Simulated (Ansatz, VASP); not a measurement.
AlN in VASP and in Ansatz

```xyz
4
Lattice="3.1067 0.0000 0.0000 -1.5533 2.6905 0.0000 0.0000 0.0000 4.9786" Properties=species:S:1:pos:R:3 pbc="T T T"
Al    0.0000    1.7937   -0.0164
Al    1.5533    0.8968    2.4729
N     0.0000    1.7937    1.8834
N     1.5533    0.8968    4.3727
```

Alike in both runs: task single point; functional r2SCAN; k mesh 12 × 12 × 6; no spin polarisation.

|  | VASP | Ansatz |
| --- | --- | --- |
| version | VASP 6.6.1 | Ansatz 0.2.0 |
| potentials or method | VASP PAW PBE potentials, release 64 (Al, N) | plane waves, PAW |
| plane-wave cutoff (eV) | 520 | 500 |
| occupations | gaussian, width 0.01 eV | fixed |
| valence electrons in the cell | 16 | 16 |

```csv
,VASP,Ansatz,Ansatz less VASP
gap on the k mesh at the Fermi level (eV),4.92,4.88,-0.040
pressure (GPa),-0.4,0.0,+0.39
```

VASP's potentials were made for PBE, not for r2SCAN.
